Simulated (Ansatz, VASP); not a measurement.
# CaI in VASP and in Ansatz

```xyz
2
Lattice="4.2282 0.0000 0.0000 -2.1141 3.6617 0.0000 0.0000 0.0000 4.6660" Properties=species:S:1:pos:R:3 pbc="T T T"
Ca    0.0000    0.0000    2.3330
I     2.1141    1.2206    0.0000
```

Alike in both runs: task single point; functional PBE; k mesh 8 × 8 × 6; no spin polarisation.

```csv
,VASP,Ansatz
version,VASP 6.6.1,Ansatz 0.2.0
potentials or method,"VASP PAW PBE potentials, release 64 (Ca_sv, I), cutoff 520 eV","plane waves, PAW"
occupations,"methfessel-paxton of order 1, width 0.1 eV",cold
valence electrons in the cell,17,27
```

```tsv
	VASP	Ansatz	Ansatz less VASP
pressure (GPa)	-1.2	-1.2	-0.01
traceless stress, the component that is largest in VASP (GPa)	0.33	0.37	+0.038
```

VASP's potentials hold 17 valence electrons a cell and Ansatz's 27, so a difference there can come from the potentials and not from the codes. Ansatz's warnings: stress scf threshold loose.

Spin-orbit coupling is off throughout.
